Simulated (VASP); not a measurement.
# K2S (Fm-3m) in VASP: notebook, part 2 of 2

VASP 6.6.1. The steps go on from the part before.

### Step 3. Single point, revPBE (35.82 Å³/atom)

This run uses another cell than the first one, of 35.82 Å³/atom.

INCAR

```
SYSTEM = K2S
ALGO = Normal ; EDIFF = 1E-6
ENCUT = 500 ; GGA = RE
GGA_COMPAT = .FALSE. ; ISIF = 2
ISMEAR = 0 ; LASPH = .TRUE.
LCHARG = .FALSE. ; LREAL = .FALSE.
LWAVE = .FALSE. ; NBANDS = 19
NELM = 120 ; PREC = Accurate
SIGMA = 0.05
```

KPOINTS

```
k-points
0
G
  6 6 6
  0 0 0
```

POSCAR

```
K2S
1.0
    0.0000000000      3.7735268700      3.7735268700
    3.7735268700      0.0000000000      3.7735268700
    3.7735268700      3.7735268700      0.0000000000
K S
2 1
Direct
    0.2500000000      0.2500000000      0.2500000000
    0.7500000000      0.7500000000      0.7500000000
    0.0000000000      0.0000000000      0.0000000000
```

Potentials or basis: VASP PAW PBE potentials, release 64 (K_sv, S).

On the command line:

```console
$ cat potpaw_PBE.64/K_sv/POTCAR potpaw_PBE.64/S/POTCAR > POTCAR
$ mpirun -np 1 vasp_std > vasp.out
```

OUTCAR:

```text
SYSTEM = K2S
   EDIFF = 1E-6
   ENCUT = 500
   GGA = RE
   ISIF = 2
   ISMEAR = 0
   LASPH = .TRUE.
   LREAL = .FALSE.
   NELM = 120
   PREC = Accurate

 ion  position               nearest neighbor table
   1  0.250  0.250  0.250-   3 3.27   3 3.27   3 3.27   3 3.27   2 3.77   2 3.77   2 3.77   2 3.77
                             2 3.77   2 3.77
   2  0.750  0.750  0.750-   3 3.27   3 3.27   3 3.27   3 3.27   1 3.77   1 3.77   1 3.77   1 3.77
                             1 3.77   1 3.77
   3  0.000  0.000  0.000-   2 3.27   2 3.27   2 3.27   1 3.27   2 3.27   1 3.27   1 3.27   1 3.27

  LATTYP: Found a face centered cubic cell.
[... 538 lines left out ...]
  --------------------------------------------------------------------------------------
  -------------------------------------------------------------------------------------
  Total        0.2249242      0.2249242      0.2249242      0.0000000     -0.0000000      0.0000000
  in kB        3.3533159      3.3533159      3.3533159      0.0000000     -0.0000000      0.0000000
  external PRESSURE =       3.3533159 kB  Pullay stress =       0.0000000 kB

 VOLUME and BASIS-vectors are now :
 -----------------------------------------------------------------------------
  energy-cutoff  :      500.00
  volume of cell :      107.47
      direct lattice vectors                 reciprocal lattice vectors
     0.000000000  3.773526870  3.773526870    -0.132502038  0.132502038  0.132502038
     3.773526870  0.000000000  3.773526870     0.132502038 -0.132502038  0.132502038
     3.773526870  3.773526870  0.000000000     0.132502038  0.132502038 -0.132502038

 POSITION                                       TOTAL-FORCE (eV/Angst)
 -----------------------------------------------------------------------------------
      1.88676      1.88676      1.88676         0.000000     -0.000000     -0.000000
      5.66029      5.66029      5.66029        -0.000000      0.000000      0.000000
      0.00000      0.00000      0.00000         0.000000      0.000000      0.000000
 -----------------------------------------------------------------------------------
    total drift:                               -0.000000     -0.000000      0.000000

  FREE ENERGIE OF THE ION-ELECTRON SYSTEM (eV)
  ---------------------------------------------------
  free  energy   TOTEN  =        -8.8938115230 eV

  energy  without entropy=       -8.8938115230  energy(sigma->0) =       -8.89381152
```

stdout:

```text
POSCAR found type information on POSCAR K S
 POSCAR found :  2 types and       3 ions
 scaLAPACK will be used
 -----------------------------------------------------------------------------
|                                                                             |
|                                                                             |
|     You enforced a specific xc type in the INCAR file but a different       |
|     I HOPE YOU KNOW WHAT YOU ARE DOING!                                     |
|                                                                             |
 -----------------------------------------------------------------------------

 LDA part: xc-table for (Slater+PW92), standard interpolation
 POSCAR, INCAR and KPOINTS ok, starting setup
 FFT: planning ... GRIDC
 FFT: planning ... GRID_SOFT
 FFT: planning ... GRID
 WAVECAR not read
 entering main loop
```

It took 62 s on 1 thread of Intel Xeon 8259CL, shared host; peak memory 0.24 GiB.

What came out:

```
Free energy            : -8.8938 eV
Pressure               : 0.3 GPa
Band gap on the k mesh : 2.47 eV (least direct gap 2.61 eV)
```

Caveat: the PAW data sets were made with another functional, which shifts forces and pressure a little. revPBE gaps usually lie below the measured ones, often by a third to a half.
